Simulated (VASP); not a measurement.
# Li2S (Fm-3m) in VASP: further runs

Li2S is run at these levels: LDA; tasks: single point.

Program: VASP 6.6.1. These are calculated values, not measurements. Logs are shortened: lines on timing, memory, paths and dates and some standing lists are left out, and cuts for length are marked.

**1. The cell of the first run**

The structure is cubic, space group Fm-3m (No. 225). The conventional cell has a = 5.691 Å, b = 5.691 Å, c = 5.691 Å, α = 90.00°, β = 90.00°, γ = 90.00°. S (site symmetry m-3m) has 8 Li at 2.46 Å within 3.3 Å. Li (site symmetry -43m) has 4 S at 2.46 Å and 6 Li at 2.85 Å within 3.3 Å.

**2. Single point, LDA**

Contents of INCAR:

```
SYSTEM = Li2S
PREC = Accurate
ENCUT = 750
EDIFF = 1E-6
ISMEAR = 0
SIGMA = 0.01
LREAL = .False.
LASPH = .True.
NELM = 120
ALGO = Normal
ISIF = 2
LWAVE = .False.
LCHARG = .True.
GGA = CA
LELF = .True.
LVHAR = .True.
NBANDS = 13
GGA_COMPAT = .False.
```

Contents of KPOINTS:

```
Automatic mesh
0
Gamma
  4 4 4
  0 0 0
```

Contents of POSCAR:

```
Li2S
1.0
    0.0000000000      2.8452942165      2.8452942165
    2.8452942165      0.0000000000      2.8452942165
    2.8452942165      2.8452942165      0.0000000000
S Li
1 2
Direct
    0.0000000000      0.0000000000      0.0000000000
    0.2500000000      0.2500000000      0.2500000000
    0.7500000000      0.7500000000      0.7500000000
```

Potentials or basis: VASP PAW LDA potentials, release 64 (S, Li_sv).

On the command line:

```sh
cat potpaw_LDA.64/S/POTCAR potpaw_LDA.64/Li_sv/POTCAR > POTCAR
mpirun -np 1 vasp_std > vasp.out
```

OUTCAR:

```text
SYSTEM = Li2S
   PREC = Accurate
   ENCUT = 750
   EDIFF = 1E-6
   ISMEAR = 0
   LREAL = .False.
   LASPH = .True.
   NELM = 120
   ISIF = 2
   GGA = CA

 ion  position               nearest neighbor table
   1  0.000  0.000  0.000-   3 2.46   3 2.46   3 2.46   2 2.46   3 2.46   2 2.46   2 2.46   2 2.46

   2  0.250  0.250  0.250-   1 2.46   1 2.46   1 2.46   1 2.46
   3  0.750  0.750  0.750-   1 2.46   1 2.46   1 2.46   1 2.46

  LATTYP: Found a face centered cubic cell.
 ALAT       =     5.6905884330

  Lattice vectors:

 A1 = (   0.0000000000,   2.8452942165,   2.8452942165)
 A2 = (   2.8452942165,   0.0000000000,   2.8452942165)
 A3 = (   2.8452942165,   2.8452942165,   0.0000000000)

Analysis of symmetry for initial positions (statically):
=====================================================================
 Subroutine PRICEL returns:
 Original cell was already a primitive cell.

 Routine SETGRP: Setting up the symmetry group for a
 face centered cubic supercell.

 Subroutine GETGRP returns: Found 48 space group operations
 (whereof 48 operations were pure point group operations)
 out of a pool of 48 trial point group operations.

The static configuration has the point symmetry O_h .

Analysis of symmetry for dynamics (positions and initial velocities):
=====================================================================
 Subroutine PRICEL returns:
 Original cell was already a primitive cell.

 Routine SETGRP: Setting up the symmetry group for a
 face centered cubic supercell.

 Subroutine GETGRP returns: Found 48 space group operations
 (whereof 48 operations were pure point group operations)
 out of a pool of 48 trial point group operations.

The dynamic configuration has the point symmetry O_h .

 Subroutine INISYM returns: Found 48 space group operations
 (whereof 48 operations are pure point group operations),
 and found     1 'primitive' translations

----------------------------------------------------------------------------------------

                                     Primitive cell

  volume of cell :      46.0693

  direct lattice vectors                    reciprocal lattice vectors
     0.000000000  2.845294217  2.845294217    -0.175728751  0.175728751  0.175728751
     2.845294217  0.000000000  2.845294217     0.175728751 -0.175728751  0.175728751
     2.845294217  2.845294217  0.000000000     0.175728751  0.175728751 -0.175728751

  length of vectors
     4.023853670  4.023853670  4.023853670     0.304371126  0.304371126  0.304371126

  position of ions in fractional coordinates (direct lattice)
     0.000000000  0.000000000  0.000000000
     0.250000000  0.250000000  0.250000000
     0.750000000  0.750000000  0.750000000

  ion indices of the primitive-cell ions
   primitive index   ion index
                 1           1
                 2           2
                 3           3

----------------------------------------------------------------------------------------

 KPOINTS: Automatic mesh

Automatic generation of k-mesh.
 Grid dimensions read from file:
 generate k-points for:    4    4    4

 Generating k-lattice:

  Cartesian coordinates                     Fractional coordinates (reciprocal lattice)
    -0.043932188  0.043932188  0.043932188     0.250000000  0.000000000  0.000000000
     0.043932188 -0.043932188  0.043932188     0.000000000  0.250000000  0.000000000
     0.043932188  0.043932188 -0.043932188     0.000000000  0.000000000  0.250000000

  Length of vectors
     0.076092781  0.076092781  0.076092781

  Shift w.r.t. Gamma in fractional coordinates (k-lattice)
     0.000000000  0.000000000  0.000000000

 Subroutine IBZKPT returns following result:
 ===========================================

 Found      8 irreducible k-points:

 Following reciprocal coordinates:
            Coordinates               Weight
  0.000000  0.000000  0.000000      1.000000
  0.250000  0.000000  0.000000      8.000000
  0.500000  0.000000  0.000000      4.000000
  0.250000  0.250000  0.000000      6.000000
  0.500000  0.250000  0.000000     24.000000
 -0.250000  0.250000  0.000000     12.000000
  0.500000  0.500000  0.000000      3.000000
 -0.250000  0.500000  0.250000      6.000000
   k-points           NKPTS =      8   k-points in BZ     NKDIM =      8   number of bands    NBANDS=     13
   number of dos      NEDOS =    301   number of ions     NIONS =      3
   total plane-waves  NPLWV =  46656
   dimension x,y,z NGX =    36 NGY =   36 NGZ =   36
   dimension x,y,z NGXF=    72 NGYF=   72 NGZF=   72
   ions per type =               1   2
   NGX,Y,Z   is equivalent  to a cutoff of  14.87, 14.87, 14.87 a.u.
   NGXF,Y,Z  is equivalent  to a cutoff of  29.75, 29.75, 29.75 a.u.
 SYSTEM =  Li2S
   PREC   = accura    normal or accurate (medium, high low for compatibility)
   ISTART =      0    job   : 0-new  1-cont  2-samecut
   ICHARG =      2    charge: 1-file 2-atom 10-const
   ISPIN  =      1    spin polarized calculation?
   LNONCOLLINEAR =      F non collinear calculations
   LSORBIT =      F    spin-orbit coupling
   LASPH  =      T    aspherical Exc in radial PAW
   ENCUT  =  750.0 eV  55.12 Ry    7.42 a.u.   8.99  8.99  8.99*2*pi/ulx,y,z
   NELM   =    120;   NELMIN=  2; NELMDL= -5     # of ELM steps
   EDIFF  = 0.1E-05   stopping-criterion for ELM
   LREAL  =      F    real-space projection
[... 7 lines left out ...]
   TEBEG  =    0.0;   TEEND  =   0.0 temperature during run
   PSTRESS=    0.0 pullay stress
   NELECT =      12.0000    total number of electrons
   NUPDOWN=      -1.0000    fix difference up-down
   EMIN   =  10.00;   EMAX   =-10.00  energy-range for DOS
   EFERMI =   0.00;   METHOD = LEGACY
   ISMEAR =     0;   SIGMA  =   0.01  broadening in eV -4-tet -1-fermi 0-gaus
   EFERMI_NEDOS =   21; number of points for ismear=-14 and -15
   IALGO  =     38    algorithm
   IMIX   =      4    mixing-type and parameters
     AMIX     =   0.40;   BMIX     =  1.00
     AMIX_MAG =   1.60;   BMIX_MAG =  1.00
  volume/ion in A,a.u.               =      15.36       103.63
  Fermi-wavevector in a.u.,A,eV,Ry     =   1.045518  1.975742 14.872628  1.093107
  Thomas-Fermi vector in A             =   2.180317
   LORBIT       =      0    0 simple, 1 ext, 2 COOP (PROOUT), +10 PAW based schemes
   GGA     = CA    functional components
   LHFCALC =     F    Hartree Fock is set to
   AEXX    =    0.0000 exact exchange contribution
   IVDW    =     0    specifies the selected vdW correction
   LEPSILON=     F    determine dielectric tensor
   LRPA    =     F    only Hartree local field effects (RPA)
 non-spin polarized calculation
 Gauss-broadening in eV      SIGMA  =   0.01
  energy-cutoff  :      750.00
  volume of cell :       46.07
 maximum number of plane-waves:      2180
   NGX = 17   NGY = 17   NGZ = 17

 number of electron      11.9999998 magnetization

 Free energy of the ion-electron system (eV)
  ---------------------------------------------------
  ext. energy  EPLUGINS =         0.00000000
  ---------------------------------------------------
  free energy    TOTEN  =       -12.97907909 eV

  energy without entropy =      -12.97907909  energy(sigma->0) =      -12.97907909

 E-fermi :   1.5169     XC(G=0):  -8.8353

 val. band max:        1.4142402242   @ k =   0.0000   0.0000   0.0000
 cond. band min:       4.5751361705   @ k =   0.5000   0.5000   0.0000
 fundamental gap:      3.1608959464
 Fermi energy:         1.5169323881

 k-point     1 :       0.0000    0.0000    0.0000
  band No.  band energies     occupation
      1     -41.7871      2.00000
      2     -41.7381      2.00000
      3      -9.5703      2.00000
      4       1.4142      2.00000
      5       1.4142      2.00000
      6       1.4142      2.00000
      7       5.4929      0.00000
      8       7.4268      0.00000
      9       7.4268      0.00000
     10       7.4268      0.00000
     11      12.5426      0.00000
     12      12.5426      0.00000
     13      13.5580      0.00000

 k-point     2 :       0.2500    0.0000    0.0000
  band No.  band energies     occupation
      1     -41.7794      2.00000
      2     -41.7448      2.00000
      3      -9.3657      2.00000
      4      -0.3246      2.00000
      5       1.1238      2.00000
      6       1.1238      2.00000
      7       6.5956      0.00000
      8       7.9973      0.00000
      9       7.9973      0.00000
     10       8.6586      0.00000
     11      11.1066      0.00000
     12      11.1066      0.00000
     13      14.2154      0.00000

 k-point     3 :       0.5000    0.0000    0.0000
  band No.  band energies     occupation
      1     -41.7616      2.00000
      2     -41.7616      2.00000
      3      -9.1303      2.00000
      4      -1.5366      2.00000
      5       0.8869      2.00000
      6       0.8869      2.00000
      7       7.3515      0.00000
      8       7.7875      0.00000
      9       7.7875      0.00000
     10       9.6274      0.00000
     11      13.9381      0.00000
     12      13.9381      0.00000
     13      14.4269      0.00000

 k-point     4 :       0.2500    0.2500    0.0000
  band No.  band energies     occupation
      1     -41.7782      2.00000
      2     -41.7456      2.00000
      3      -9.3017      2.00000
      4       0.0550      2.00000
      5       0.5679      2.00000
      6       0.5679      2.00000
      7       6.0122      0.00000
      8       7.8895      0.00000
      9       9.1868      0.00000
     10       9.1868      0.00000
     11      10.2308      0.00000
     12      13.5400      0.00000
     13      15.6516      0.00000

 k-point     5 :       0.5000    0.2500    0.0000
  band No.  band energies     occupation
      1     -41.7672      2.00000
      2     -41.7557      2.00000
      3      -9.0687      2.00000
      4      -1.0336      2.00000
      5       0.0696      2.00000
      6       0.3587      2.00000
      7       6.1572      0.00000
      8       9.1566      0.00000
      9       9.4801      0.00000
     10       9.5731      0.00000
     11      12.2752      0.00000
     12      13.7053      0.00000
     13      14.6336      0.00000

 k-point     6 :      -0.2500    0.2500    0.0000
  band No.  band energies     occupation
      1     -41.7698      2.00000
      2     -41.7534      2.00000
      3      -9.1425      2.00000
      4      -0.9133      2.00000
      5       0.0015      2.00000
      6       0.8478      2.00000
      7       7.3357      0.00000
      8       8.0190      0.00000
      9       9.5402      0.00000
     10       9.5996      0.00000
     11       9.7866      0.00000
     12      13.4598      0.00000
     13      15.2667      0.00000

 k-point     7 :       0.5000    0.5000    0.0000
  band No.  band energies     occupation
      1     -41.7694      2.00000
      2     -41.7531      2.00000
      3      -9.0039      2.00000
      4      -0.7882      2.00000
      5      -0.0591      2.00000
      6      -0.0591      2.00000
      7       4.5751      0.00000
      8       8.3870      0.00000
      9      12.2603      0.00000
     10      12.2603      0.00000
     11      13.3331      0.00000
     12      13.7701      0.00000
     13      13.7701      0.00000

 k-point     8 :      -0.2500    0.5000    0.2500
  band No.  band energies     occupation
      1     -41.7613      2.00000
      2     -41.7613      2.00000
      3      -8.9915      2.00000
      4      -0.4551      2.00000
      5      -0.4551      2.00000
      6      -0.4215      2.00000
      7       6.7272      0.00000
      8       8.4659      0.00000
      9      10.1850      0.00000
     10      10.1850      0.00000
     11      13.0870      0.00000
     12      13.0870      0.00000
     13      13.9457      0.00000

------------------------ aborting loop because EDIFF is reached ----------------------------------------

  FORCE on cell =-STRESS in cart. coord.  units (eV):
  Direction    XX          YY          ZZ          XY          YZ          ZX
  --------------------------------------------------------------------------------------
  -------------------------------------------------------------------------------------
  Total       -0.7787363     -0.7787363     -0.7787363      0.0000000     -0.0000000     -0.0000000
  in kB      -27.0825427    -27.0825427    -27.0825427      0.0000000     -0.0000000     -0.0000000
  external PRESSURE =     -27.0825427 kB  Pullay stress =       0.0000000 kB

 VOLUME and BASIS-vectors are now :
 -----------------------------------------------------------------------------
  energy-cutoff  :      750.00
  volume of cell :       46.07
      direct lattice vectors                 reciprocal lattice vectors
     0.000000000  2.845294217  2.845294217    -0.175728751  0.175728751  0.175728751
     2.845294217  0.000000000  2.845294217     0.175728751 -0.175728751  0.175728751
     2.845294217  2.845294217  0.000000000     0.175728751  0.175728751 -0.175728751

 POSITION                                       TOTAL-FORCE (eV/Angst)
 -----------------------------------------------------------------------------------
      0.00000      0.00000      0.00000        -0.000000     -0.000000     -0.000000
      1.42265      1.42265      1.42265        -0.000000      0.000000     -0.000000
      4.26794      4.26794      4.26794         0.000000      0.000000      0.000000
 -----------------------------------------------------------------------------------
    total drift:                                0.000000      0.000000      0.000000

  FREE ENERGIE OF THE ION-ELECTRON SYSTEM (eV)
  ---------------------------------------------------
  free  energy   TOTEN  =       -12.9790790931 eV

  energy  without entropy=      -12.9790790931  energy(sigma->0) =      -12.97907909
```

Wall time 11 s (1 thread of Intel Xeon 8259CL, shared host); peak memory 0.16 GiB.

Results:

```
Free energy            : -12.9791 eV
Pressure               : -2.7 GPa
Band gap on the k mesh : 3.16 eV (least direct gap 4.08 eV)
```

Caveat: the k points lie up to 0.48 Å⁻¹ apart; the structure was generated, so it needn't be the stable form of Li2S. A k mesh can miss the band edges.

(Part 1 of 2 ends here.)
